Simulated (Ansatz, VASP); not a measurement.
**One calculation of Gd, two programs**

```xyz
2
Lattice="3.6601 0.0000 0.0000 -1.8300 3.1697 0.0000 0.0000 0.0000 5.8209" Properties=species:S:1:pos:R:3 pbc="T T T"
Gd    1.8300    1.0566    4.3657
Gd    0.0000    2.1131    1.4552
```

Alike in both runs: task single point; functional r2SCAN; k mesh 8 × 8 × 5; occupations fermi-dirac, width 0.05 eV; collinear spin.

|  | VASP | Ansatz |
| --- | --- | --- |
| version | VASP 6.6.1 | Ansatz 0.2.0 |
| potentials or method | VASP PAW PBE potentials, release 64 (Gd) | Ansatz PAW |
| plane-wave cutoff (eV) | 520 | 500 |
| valence electrons in the cell | 36 | 36 |

```csv
,VASP,Ansatz,Ansatz less VASP
gap on the k mesh at the Fermi level (eV),none,none,-
pressure (GPa),0.0,0.1,+0.07
"traceless stress, the component that is largest in VASP (GPa)",0.70,0.70,-0.001
net moment per atom (μB),7.94,7.94,+0.003
size of the moment on the site where the two differ most (μB),7.08,7.58,+0.497
```

VASP's potentials were made for PBE, not for r2SCAN. Site moments also hang on the region over which each program counts them. A gap of «none» marks a metal or a gap that the smearing closes.

Spin-orbit coupling is off throughout. Noted on Ansatz's run: the magnetic or orbital state may not be the lowest.
